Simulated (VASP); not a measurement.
# TiC (Fmmm) in VASP: a series of runs

TiC is run at these levels: PBEsol; tasks: single point.

Everything below comes from runs of VASP 6.6.1. Logs are shortened: lines on timing, memory, paths and dates and some standing lists are left out, and cuts for length are marked.

### Step 1. The cell of the first run

It takes space group Fmmm (No. 69, orthorhombic). The conventional cell has a = 4.241 Å, b = 4.328 Å, c = 4.415 Å, α = 90.00°, β = 90.00°, γ = 90.00°. Within 2.8 Å of Ti (site symmetry mmm) lie 6 C at 2.12 to 2.21 Å. C (site symmetry mmm) has 6 Ti at 2.12 to 2.21 Å within 2.8 Å.

### Step 2. Single point, PBEsol (strain -0.0200 x Voigt [1, -1, 0, 0, 0, 0])

The input, INCAR:

```
SYSTEM = TiC
ALGO = Normal
EDIFF = 1E-6
ENCUT = 520
GGA = PS
ISIF = 2
ISMEAR = 0
LASPH = .True.
LCHARG = .False.
LREAL = .False.
LWAVE = .False.
NBANDS = 15
NELM = 100
PREC = Accurate
SIGMA = 0.15
```

The input, KPOINTS:

```
k-points
0
Gamma
  18 18 18
  0 0 0
```

The input, POSCAR:

```
TiC
1.0
    0.0000000000      2.2072800000      2.1640000000
    2.1207200000      0.0000000000      2.1640000000
    2.1207200000      2.2072800000      0.0000000000
Ti C
1 1
Direct
    0.0000000000      0.0000000000      0.0000000000
    0.5000000000      0.5000000000      0.5000000000
```

Potentials or basis: VASP PAW PBE potentials, release 64 (Ti_sv, C).

Launch:

```bash
cat potpaw_PBE.64/Ti_sv/POTCAR potpaw_PBE.64/C/POTCAR > POTCAR
mpirun -np 1 vasp_std > vasp.out
```

OUTCAR:

```text
SYSTEM = TiC
   EDIFF = 1E-6
   ENCUT = 520
   GGA = PS
   ISIF = 2
   ISMEAR = 0
   LASPH = .True.
   LREAL = .False.
   NELM = 100
   PREC = Accurate

 ion  position               nearest neighbor table
   1  0.000  0.000  0.000-   2 2.12   2 2.12   2 2.16   2 2.16   2 2.21   2 2.21
   2  0.500  0.500  0.500-   1 2.12   1 2.12   1 2.16   1 2.16   1 2.21   1 2.21

  LATTYP: Found a face centered orthorhombic cell.
 ALAT       =     4.2414400000
 B/A-ratio  =     1.0204081633
 C/A-ratio  =     1.0408163265

  Lattice vectors:

 A1 = (   0.0000000000,   2.2072800000,  -2.1640000000)
 A2 = (   2.1207200000,   2.2072800000,   0.0000000000)
 A3 = (   2.1207200000,   0.0000000000,  -2.1640000000)

Analysis of symmetry for initial positions (statically):
=====================================================================
 Subroutine PRICEL returns:
 Original cell was already a primitive cell.

 Routine SETGRP: Setting up the symmetry group for a
 face centered orthorhombic supercell.

 Subroutine GETGRP returns: Found  8 space group operations
 (whereof  8 operations were pure point group operations)
 out of a pool of  8 trial point group operations.

The static configuration has the point symmetry D_2h.

Analysis of symmetry for dynamics (positions and initial velocities):
=====================================================================
 Subroutine PRICEL returns:
 Original cell was already a primitive cell.

 Routine SETGRP: Setting up the symmetry group for a
 face centered orthorhombic supercell.

 Subroutine GETGRP returns: Found  8 space group operations
 (whereof  8 operations were pure point group operations)
 out of a pool of  8 trial point group operations.

The dynamic configuration has the point symmetry D_2h.

 Subroutine INISYM returns: Found  8 space group operations
 (whereof  8 operations are pure point group operations),
 and found     1 'primitive' translations

----------------------------------------------------------------------------------------

                                     Primitive cell

  volume of cell :      20.2595

  direct lattice vectors                    reciprocal lattice vectors
     0.000000000  2.207280000  2.164000000    -0.235768984  0.226523142  0.231053604
     2.120720000  0.000000000  2.164000000     0.235768984 -0.226523142  0.231053604
     2.120720000  2.207280000  0.000000000     0.235768984  0.226523142 -0.231053604

  length of vectors
     3.091113230  3.029909127  3.060970159     0.400356736  0.400356736  0.400356736

  position of ions in fractional coordinates (direct lattice)
     0.000000000  0.000000000  0.000000000
     0.500000000  0.500000000  0.500000000

  ion indices of the primitive-cell ions
   primitive index   ion index
                 1           1
                 2           2

----------------------------------------------------------------------------------------

 KPOINTS: k-points

Automatic generation of k-mesh.
 Grid dimensions read from file:
 generate k-points for:   18   18   18

 Generating k-lattice:

  Cartesian coordinates                     Fractional coordinates (reciprocal lattice)
    -0.013098277  0.012584619  0.012836311     0.055555556 -0.000000000 -0.000000000
     0.013098277 -0.012584619  0.012836311     0.000000000  0.055555556  0.000000000
     0.013098277  0.012584619 -0.012836311     0.000000000  0.000000000  0.055555556

  Length of vectors
     0.022242041  0.022242041  0.022242041

  Shift w.r.t. Gamma in fractional coordinates (k-lattice)
     0.000000000  0.000000000  0.000000000

 Subroutine IBZKPT returns following result:
 ===========================================

 Found    865 irreducible k-points:

 Following reciprocal coordinates:
            Coordinates               Weight
  0.000000  0.000000  0.000000      1.000000
  0.055556  0.000000 -0.000000      8.000000
  0.111111  0.000000 -0.000000      8.000000
  0.166667  0.000000 -0.000000      8.000000
  0.222222  0.000000 -0.000000      8.000000
  0.277778  0.000000 -0.000000      8.000000
[... 16 lines left out ...]
 -0.277778  0.055556  0.000000      8.000000
 -0.222222  0.055556  0.000000      8.000000
 [... further k-points ...]
   k-points           NKPTS =    865   k-points in BZ     NKDIM =    865   number of bands    NBANDS=     15
   number of dos      NEDOS =    301   number of ions     NIONS =      2
   total plane-waves  NPLWV =  13824
   dimension x,y,z NGX =    24 NGY =   24 NGZ =   24
   dimension x,y,z NGXF=    48 NGYF=   48 NGZF=   48
   ions per type =               1   1
   NGX,Y,Z   is equivalent  to a cutoff of  12.91, 13.17, 13.03 a.u.
   NGXF,Y,Z  is equivalent  to a cutoff of  25.82, 26.34, 26.07 a.u.
 SYSTEM =  TiC
   PREC   = accura    normal or accurate (medium, high low for compatibility)
   ISTART =      0    job   : 0-new  1-cont  2-samecut
   ICHARG =      2    charge: 1-file 2-atom 10-const
   ISPIN  =      1    spin polarized calculation?
[... 58 lines left out ...]
 Fermi energy:         9.3355879471

 k-point     1 :       0.0000    0.0000    0.0000
  band No.  band energies     occupation
      1     -46.9829      2.00000
      2     -23.1372      2.00000
      3     -23.1060      2.00000
      4     -23.0831      2.00000
      5      -3.0470      2.00000
      6       9.8552      0.00000
      7      10.0050      0.00000
      8      10.1521      0.00000
      9      10.9219      0.00000
     10      10.9669      0.00000
     11      11.0398      0.00000
     12      11.1205      0.00000
     13      11.1829      0.00000
     14      19.8836      0.00000
     15      23.2852      0.00000

 k-point     2 :       0.0556    0.0000   -0.0000
  band No.  band energies     occupation
      1     -46.9806      2.00000
      2     -23.1445      2.00000
      3     -23.1127      2.00000
      4     -23.0883      2.00000
      5      -2.9761      2.00000
      6       9.6123      0.00910
      7       9.7838      0.00002
      8       9.9708      0.00000
      9      10.3435      0.00000
     10      10.4476      0.00000
     11      11.2399      0.00000
     12      11.8365      0.00000
     13      12.0536      0.00000
     14      20.0105      0.00000
     15      23.3208      0.00000

 k-point     3 :       0.1111    0.0000   -0.0000
  band No.  band energies     occupation
      1     -46.9740      2.00000
      2     -23.1782      2.00000
      3     -23.1269      2.00000
      4     -23.0953      2.00000
      5      -2.7670      2.00000
      6       8.8935      1.99997
      7       9.1440      1.92906
      8       9.3088      1.19958
      9      10.3466      0.00000
     10      10.4371      0.00000
     11      11.5321      0.00000
     12      12.7655      0.00000
     13      13.0199      0.00000
     14      20.3336      0.00000
     15      23.3656      0.00000

 k-point     4 :       0.1667    0.0000   -0.0000
  band No.  band energies     occupation
      1     -46.9640      2.00000
      2     -23.2436      2.00000
      3     -23.1387      2.00000
      4     -23.1014      2.00000
      5      -2.4298      2.00000
      6       8.0062      2.00000
      7       8.4613      2.00000
      8       8.5966      2.00000
      9      10.5776      0.00000
     10      10.6465      0.00000
     11      11.7915      0.00000
     12      13.7036      0.00000
     13      13.9967      0.00000
     14      20.6632      0.00000
     15      23.3536      0.00000
[... 307 lines left out ...]
 k-point    22 :      -0.3333    0.0556    0.0000
  band No.  band energies     occupation
      1     -46.9210      2.00000
      2     -23.5189      2.00000
      3     -23.1815      2.00000
      4     -23.1282      2.00000
      5      -0.6209      2.00000
      6       4.9042      2.00000
      7       6.7713      2.00000
      8       6.9261      2.00000
      9      11.5812      0.00000
     10      11.9029      0.00000
     11      12.8556      0.00000
     12      16.0839      0.00000
     13      17.0235      0.00000
     14      19.1271      0.00000
     15      24.5949      0.00000

 k-point    23 :      -0.2778    0.0556    0.0000
  band No.  band energies     occupation
      1     -46.9327      2.00000
      2     -23.4430      2.00000
      3     -23.1713      2.00000
      4     -23.1220      2.00000
      5      -1.2127      2.00000
      6       5.7654      2.00000
      7       7.1105      2.00000
      8       7.3175      2.00000
      9      11.2137      0.00000
     10      11.5881      0.00000
     11      12.5426      0.00000
     12      15.3533      0.00000
     13      16.3829      0.00000
     14      19.9643      0.00000
     15      24.0901      0.00000

 k-point    24 :      -0.2222    0.0556    0.0000
  band No.  band energies     occupation
      1     -46.9457      2.00000
      2     -23.3582      2.00000
      3     -23.1590      2.00000
      4     -23.1154      2.00000
      5      -1.7636      2.00000
      6       6.6759      2.00000
      7       7.5613      2.00000
      8       7.8033      2.00000
      9      10.8485      0.00000
     10      11.2694      0.00000
     11      12.2634      0.00000
     12      14.5267      0.00000
     13      15.5884      0.00000
     14      20.6351      0.00000
     15      23.5519      0.00000

 [... further k-points ...]
[... 5 lines left out ...]
  --------------------------------------------------------------------------------------
  -------------------------------------------------------------------------------------
  Total        0.3624927     -1.6136311     -0.7332661      0.0000000      0.0000000      0.0000000
  in kB       28.6669763   -127.6106216    -57.9888089      0.0000000      0.0000000      0.0000000
  external PRESSURE =     -52.3108181 kB  Pullay stress =       0.0000000 kB

 VOLUME and BASIS-vectors are now :
 -----------------------------------------------------------------------------
  energy-cutoff  :      520.00
  volume of cell :       20.26
      direct lattice vectors                 reciprocal lattice vectors
     0.000000000  2.207280000  2.164000000    -0.235768984  0.226523142  0.231053604
     2.120720000  0.000000000  2.164000000     0.235768984 -0.226523142  0.231053604
     2.120720000  2.207280000  0.000000000     0.235768984  0.226523142 -0.231053604

 POSITION                                       TOTAL-FORCE (eV/Angst)
 -----------------------------------------------------------------------------------
      0.00000      0.00000      0.00000         0.000000      0.000000      0.000000
      2.12072      2.20728      2.16400         0.000000     -0.000000     -0.000000
 -----------------------------------------------------------------------------------
    total drift:                                0.000000     -0.000000     -0.000000

  FREE ENERGIE OF THE ION-ELECTRON SYSTEM (eV)
  ---------------------------------------------------
  free  energy   TOTEN  =       -19.7759606744 eV

  energy  without entropy=      -19.7724965737  energy(sigma->0) =      -19.77422862
```

Wall time 74 s (1 thread of Intel Xeon 6975P-C (Granite Rapids), shared host); peak memory 0.36 GiB.

What came out:

| Item | Value |
| --- | --- |
| Free energy | -19.7760 eV |
| Pressure | -5.2 GPa |
| Band gap on the k mesh | zero (band 8 reaches 10.15 eV, above the bottom of band 9 at 8.73 eV) |

Caveat: the cell differs from its parent crystal (strain -0.0200 x Voigt [1, -1, 0, 0, 0, 0]); the PAW data sets were made with another functional, which shifts forces and pressure a little.

### Step 3. Single point, PBEsol (strain +0.0100 x Voigt [1, -1, 0, 0, 0, 0])

The input, INCAR:

```
SYSTEM = TiC
ALGO = Normal ; EDIFF = 1E-6
ENCUT = 520 ; GGA = PS
ISIF = 2 ; ISMEAR = 0
LASPH = .TRUE. ; LCHARG = .TRUE.
LELF = .TRUE. ; LREAL = .FALSE.
LVHAR = .TRUE. ; LWAVE = .FALSE.
NBANDS = 15 ; NELM = 80
PREC = Accurate ; SIGMA = 0.15
```

The input, KPOINTS:

```
k-points
0
G
  18 18 18
  0 0 0
```

The input, POSCAR:

```
TiC
1.0
    0.0000000000      2.1423600000      2.1640000000
    2.1856400000      0.0000000000      2.1640000000
    2.1856400000      2.1423600000      0.0000000000
Ti C
1 1
Direct
    0.0000000000      0.0000000000      0.0000000000
    0.5000000000      0.5000000000      0.5000000000
```

Potentials or basis: VASP PAW PBE potentials, release 64 (Ti_sv, C).

Launch:

```bash
cat potpaw_PBE.64/Ti_sv/POTCAR potpaw_PBE.64/C/POTCAR > POTCAR
mpirun -np 1 vasp_std > vasp.out
```

Wall time 76 s (1 thread of Intel Xeon 6975P-C (Granite Rapids), shared host); peak memory 0.36 GiB.

The run converged. Its results:

- Free energy: -19.7905 eV
- Pressure: -5.7 GPa
- Band gap on the k mesh: zero (band 8 reaches 10.07 eV, above the bottom of band 9 at 8.82 eV)

Stress tensor (GPa, compression positive):
```
-9.55  0.00  0.00
 0.00 -1.78  0.00
 0.00  0.00 -5.88
```

Levels at points of the mesh, in eV from the Fermi level:
```csv
k point,band 4,band 5,band 6,band 7,band 8,band 9,band 10,band 11,band 12,band 13
"(0.00, 0.00, 0.00)",-32.43,-12.38,0.59,0.67,0.74,1.66,1.67,1.71,1.75,1.79
"(0.50, 0.00, 0.00)",-32.48,-8.84,-5.89,-2.92,-2.89,2.89,2.97,4.13,8.11,8.16
"(0.50, 0.50, 0.00)",-32.62,-10.07,-3.44,-1.68,-0.03,-0.01,2.74,3.47,3.60,5.89
"(0.50, 0.00, 0.50)",-32.63,-10.05,-3.33,-1.70,-0.10,-0.09,2.75,3.51,3.58,5.98
"(0.00, 0.50, 0.50)",-32.60,-10.09,-3.55,-1.66,0.05,0.06,2.74,3.50,3.56,5.79
```

Caveat: the cell differs from its parent crystal (strain +0.0100 x Voigt [1, -1, 0, 0, 0, 0]); the PAW data sets were made with another functional, which shifts forces and pressure a little.

### Step 4. Single point, PBEsol (strain +0.0250 x Voigt [1, -1, 0, 0, 0, 0])

The input, INCAR:

```
SYSTEM = TiC
PREC = Accurate
ENCUT = 520
EDIFF = 1E-7
ISMEAR = 0
SIGMA = 0.15
LREAL = .FALSE.
LASPH = .TRUE.
NELM = 80
ALGO = Normal
ISIF = 2
LWAVE = .FALSE.
LCHARG = .FALSE.
GGA = PS
NBANDS = 15
```

The input, KPOINTS:

```
Automatic mesh
0
G
  18 18 18
  0 0 0
```

The input, POSCAR:

```
TiC
1.0
    0.0000000000      2.1099000000      2.1640000000
    2.2181000000      0.0000000000      2.1640000000
    2.2181000000      2.1099000000      0.0000000000
Ti C
1 1
Direct
    0.0000000000      0.0000000000      0.0000000000
    0.5000000000      0.5000000000      0.5000000000
```

Launch:

```bash
cat potpaw_PBE.64/Ti_sv/POTCAR potpaw_PBE.64/C/POTCAR > POTCAR
mpirun -np 1 vasp_std > vasp.out
```

It took 77 s on 1 thread of Intel Xeon 6975P-C (Granite Rapids), shared host; peak memory 0.36 GiB.

The run converged. Its results:

| Property | Result |
| --- | --- |
| Free energy | -19.7649 eV |
| Pressure | -4.8 GPa |
| Band gap on the k mesh | zero (band 8 reaches 10.19 eV, above the bottom of band 9 at 8.68 eV) |

Stress tensor (GPa, compression positive):
```
-14.22   0.00   0.00
  0.00   5.41   0.00
  0.00   0.00  -5.74
```

Levels at points of the mesh, in eV from the Fermi level:
```csv
k point,band 5,band 6,band 7,band 8,band 9,band 10,band 11,band 12
"(0.00, 0.00, 0.00)",-12.39,0.48,0.67,0.86,1.55,1.61,1.70,1.80
"(0.50, 0.00, 0.00)",-8.84,-5.89,-2.96,-2.89,2.84,3.04,4.15,7.92
"(0.50, 0.50, 0.00)",-10.08,-3.45,-1.67,-0.03,0.01,2.71,3.38,3.69
"(0.50, 0.00, 0.50)",-10.03,-3.16,-1.72,-0.21,-0.21,2.75,3.46,3.64
"(0.00, 0.50, 0.50)",-10.13,-3.70,-1.64,0.15,0.18,2.73,3.45,3.58
```

Caveat: the cell differs from its parent crystal (strain +0.0250 x Voigt [1, -1, 0, 0, 0, 0]); the PAW data sets were made with another functional, which shifts forces and pressure a little.

### Step 5. Single point, PBEsol (strain +0.0150 x Voigt [1, -1, 0, 0, 0, 0])

The input, INCAR:

```
PREC = Accurate
ENCUT = 520
EDIFF = 1E-6
ISMEAR = 0
SIGMA = 0.15
LREAL = F
LASPH = T
NELM = 60
ALGO = Normal
ISIF = 2
LWAVE = F
LCHARG = F
GGA = PS
NBANDS = 15
```

The input, KPOINTS:

```
Automatic mesh
0
Gamma
  18 18 18
```

The input, POSCAR:

```
TiC
1.0
    0.0000000000      2.1315400000      2.1640000000
    2.1964600000      0.0000000000      2.1640000000
    2.1964600000      2.1315400000      0.0000000000
Ti C
1 1
Direct
    0.0000000000      0.0000000000      0.0000000000
    0.5000000000      0.5000000000      0.5000000000
```

Launch:

```bash
cat potpaw_PBE.64/Ti_sv/POTCAR potpaw_PBE.64/C/POTCAR > POTCAR
mpirun -np 1 vasp_std > vasp.out
```

It took 75 s on 1 thread of Intel Xeon 6975P-C (Granite Rapids), shared host; peak memory 0.36 GiB.

It converged, with:

- Free energy: -19.7845 eV
- Pressure: -5.5 GPa
- Band gap on the k mesh: zero (band 8 reaches 10.11 eV, above the bottom of band 9 at 8.78 eV)

Stress tensor (GPa, compression positive):
```
-11.21   0.00   0.00
  0.00   0.47   0.00
  0.00   0.00  -5.85
```

Levels at points of the mesh, in eV from the Fermi level:
| k point | band 6 | band 7 | band 8 | band 9 | band 10 | band 11 |
| --- | --- | --- | --- | --- | --- | --- |
| (0.00, 0.00, 0.00) | 0.56 | 0.67 | 0.78 | 1.63 | 1.65 | 1.71 |
| (0.50, 0.00, 0.00) | -5.89 | -2.93 | -2.89 | 2.87 | 2.99 | 4.13 |
| (0.50, 0.50, 0.00) | -3.44 | -1.67 | -0.03 | -0.01 | 2.73 | 3.44 |
| (0.50, 0.00, 0.50) | -3.28 | -1.70 | -0.14 | -0.13 | 2.75 | 3.49 |
| (0.00, 0.50, 0.50) | -3.60 | -1.65 | 0.08 | 0.10 | 2.74 | 3.48 |

Caveat: the cell differs from its parent crystal (strain +0.0150 x Voigt [1, -1, 0, 0, 0, 0]); the PAW data sets were made with another functional, which shifts forces and pressure a little.

### Step 6. Summary

| cell | gap on the mesh (eV) | pressure (GPa) |
| --- | --- | --- |
| a = 3.091, b = 3.030, c = 3.061 Å, angles 61.0, 59.0, 60.0°, 2 atoms | none | -5.2 |
| a = 3.045, b = 3.076, c = 3.061 Å, angles 59.5, 60.5, 60.0°, 2 atoms | none | -5.7 |
| a = 3.022, b = 3.099, c = 3.061 Å, angles 58.8, 61.2, 60.0°, 2 atoms | none | -4.8 |
| a = 3.037, b = 3.083, c = 3.061 Å, angles 59.3, 60.7, 60.0°, 2 atoms | none | -5.5 |

Alike in all rows: task single point; level PBEsol; potentials or basis VASP PAW PBE potentials, release 64 (Ti_sv, C); no spin polarisation; k mesh 18 × 18 × 18; cutoff (eV) 520; smearing gaussian 0.15 eV.

Caveats: the PAW data sets were made with another functional, which shifts forces and pressure a little.

Total energies depend on the potentials used, so only differences within one code and one set of settings carry meaning.
